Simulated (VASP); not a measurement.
Hg, 1 atom in the cell. Symmetry: Pm-3m, No. 221, cubic system. Conventional cell: a = 2.891 Å, b = 2.891 Å, c = 2.891 Å, α = 90.00°, β = 90.00°, γ = 90.00°. Within 3.8 Å of Hg (site symmetry m-3m) lie 6 Hg at 2.89 Å. 

| Quantity | Value |
| --- | --- |
| Program | VASP 6.6.1 |
| Task | single point |
| Functional | LDA |
| Potentials or basis | VASP PAW LDA potentials, release 64 (Hg) |
| Cutoff | 520 eV |
| k mesh | 14 × 14 × 14 |
| Occupations | fermi-dirac, width 0.05 eV |
| Spin | no spin polarisation |
| Dipole correction | no |
| Further INCAR settings | ALGO = Normal; EDIFF = 1e-07; NBANDS = 12 |

Potentials or basis: VASP PAW LDA potentials, release 64 (Hg).

The run is started by

```console
$ cat potpaw_LDA.64/Hg/POTCAR > POTCAR
$ mpirun -np 1 vasp_std > vasp.out
```

Hardware: 1 thread of Intel(R) Xeon(R) 6975P-C (Granite Rapids), on a shared host.

Estimate the wall time of this run.

It took 9.8 s on 1 thread of Intel(R) Xeon(R) 6975P-C (Granite Rapids), with other jobs on the host, peak memory 0.15 GiB. Counts: scf iterations 11, k points 120.
